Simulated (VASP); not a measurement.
FeCo, 2 atoms in the cell. Symmetry: Pm-3m, No. 221, cubic system. Conventional cell: a = 2.904 Å, b = 2.904 Å, c = 2.904 Å, α = 90.00°, β = 90.00°, γ = 90.00°. Within 3.3 Å of Fe (site symmetry m-3m) lie 8 Co at 2.51 Å and 6 Fe at 2.90 Å. Co (site symmetry m-3m) has 8 Fe at 2.51 Å and 6 Co at 2.90 Å within 3.3 Å.  This cell differs from its parent crystal: volume scaled by 1.05.

* Program: VASP 6.6.1
* Task: electric field gradients
* Functional: PBE
* Potentials or basis: VASP PAW PBE potentials, release 64 (Fe, Co)
* Cutoff: 520 eV
* k mesh: 13 × 13 × 13
* Occupations: fermi-dirac, width 0.05 eV
* Spin: collinear spin, ferromagnetic start
* Starting moments: [3.0, 2.0] μB
* Dipole correction: no
* Further INCAR settings: ALGO = Normal; EDIFF = 1e-08; NBANDS = 20

Potentials or basis: VASP PAW PBE potentials, release 64 (Fe, Co).

Run with:

```bash
$ cat potpaw_PBE.64/Fe/POTCAR potpaw_PBE.64/Co/POTCAR > POTCAR
$ mpirun -np 1 vasp_std > vasp.out
```

Hardware: 1 thread of Intel(R) Xeon(R) Platinum 8559C (Emerald Rapids) (shared host).

**Question.** How long does it take, and how much memory?

**Answer.** Run time: 42 s on 1 thread of Intel(R) Xeon(R) Platinum 8559C (Emerald Rapids), with other jobs on the host, peak memory 0.19 GiB. Counts: scf iterations 18, k points 84.
